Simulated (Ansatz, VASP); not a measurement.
SrAlZnC6N6: VASP beside Ansatz

INCAR

```
SYSTEM = SrAlZnC6N6
ALGO = Normal
EDIFF = 1E-6
EDIFFG = -0.01
ENCUT = 600
GGA = PE
IBRION = 2
ISIF = 3
ISMEAR = 0
LASPH = .True.
LCHARG = .False.
LREAL = Auto
LWAVE = .False.
NELM = 100
NSW = 100
PREC = Accurate
SIGMA = 0.1
```

The input KPOINTS:

```
k-points
0
Gamma
  6 6 6
  0 0 0
```

The input POSCAR:

```
SrAlZnC6N6
1.0
    0.0000000000      5.3831467632      5.3831467632
    5.3831467632      0.0000000000      5.3831467632
    5.3831467632      5.3831467632      0.0000000000
Sr Al Zn C N
1 1 1 6 6
Direct
    0.2500000000      0.2500000000      0.2500000000
    0.0000000000      0.0000000000      0.0000000000
    0.5000000000      0.5000000000      0.5000000000
    0.8067282575      0.1932717425      0.1932717425
    0.8067282575      0.1932717425      0.8067282575
    0.8067282575      0.8067282575      0.1932717425
    0.1932717425      0.8067282575      0.8067282575
    0.1932717425      0.8067282575      0.1932717425
    0.1932717425      0.1932717425      0.8067282575
    0.6982025752      0.3017974248      0.3017974248
    0.6982025752      0.3017974248      0.6982025752
    0.6982025752      0.6982025752      0.3017974248
    0.3017974248      0.6982025752      0.6982025752
    0.3017974248      0.6982025752      0.3017974248
    0.3017974248      0.3017974248      0.6982025752
```

Input for Ansatz:

```yaml
crystal:
  lattice:
    - [0.0, 5.3831467632, 5.3831467632]
    - [5.3831467632, 0.0, 5.3831467632]
    - [5.3831467632, 5.3831467632, 0.0]
  atoms:
    - { symbol: Sr, position: [0.25, 0.25, 0.25] }
    - { symbol: Al, position: [0.0, 0.0, 0.0] }
    - { symbol: Zn, position: [0.5, 0.5, 0.5] }
    - { symbol: C, position: [0.8067282575, 0.1932717425, 0.1932717425] }
    - { symbol: C, position: [0.8067282575, 0.1932717425, 0.8067282575] }
    - { symbol: C, position: [0.8067282575, 0.8067282575, 0.1932717425] }
    - { symbol: C, position: [0.1932717425, 0.8067282575, 0.8067282575] }
    - { symbol: C, position: [0.1932717425, 0.8067282575, 0.1932717425] }
    - { symbol: C, position: [0.1932717425, 0.1932717425, 0.8067282575] }
    - { symbol: "N", position: [0.6982025752, 0.3017974248, 0.3017974248] }
    - { symbol: "N", position: [0.6982025752, 0.3017974248, 0.6982025752] }
    - { symbol: "N", position: [0.6982025752, 0.6982025752, 0.3017974248] }
    - { symbol: "N", position: [0.3017974248, 0.6982025752, 0.6982025752] }
    - { symbol: "N", position: [0.3017974248, 0.6982025752, 0.3017974248] }
    - { symbol: "N", position: [0.3017974248, 0.3017974248, 0.6982025752] }
basis:
  ecutwfc: 420
kpoints:
  mp_grid: { grid: [6, 6, 6] }
hamiltonian:
  xc: pbe
scf:
  occupations: { method: gaussian, width: 0.1 }
output:
  forces: true
  stress: true
  eigenvalues: true
relax:
  adjacent_minimum: "off"
  f_tol: 0.01
  max_steps: 80
  cell: { stress_tol: 0.05 }
```

Alike in both runs: task relaxation of cell and atoms; functional PBE; k mesh 6 × 6 × 6; occupations gaussian, width 0.1 eV; no spin polarisation.

|  | VASP | Ansatz |
| --- | --- | --- |
| version | VASP 6.6.1 | Ansatz 0.2.0 |
| potentials or method | VASP PAW PBE potentials, release 64 (Sr_sv, Al, Zn, C, N), cutoff 600 eV | scalar-relativistic, plane waves, PAW |
| valence electrons in the cell | 79 | 79 |

Ansatz gave:

- gap on the k mesh at the Fermi level, each at its own relaxed structure (eV): none
- relaxed volume (Å³/atom): 20.90
- relaxed length of the cell vector where the two differ most in proportion (Å): 7.625

Question: Estimate VASP's values.

Answer: gap on the k mesh at the Fermi level, each at its own relaxed structure (eV): none; relaxed volume (Å³/atom): 20.84; relaxed length of the cell vector where the two differ most in proportion (Å): 7.618.

A gap of «none» marks a metal or a gap that the smearing closes.

Noted on VASP's run: the standard files for N, O and F lose accuracy on very short bonds.
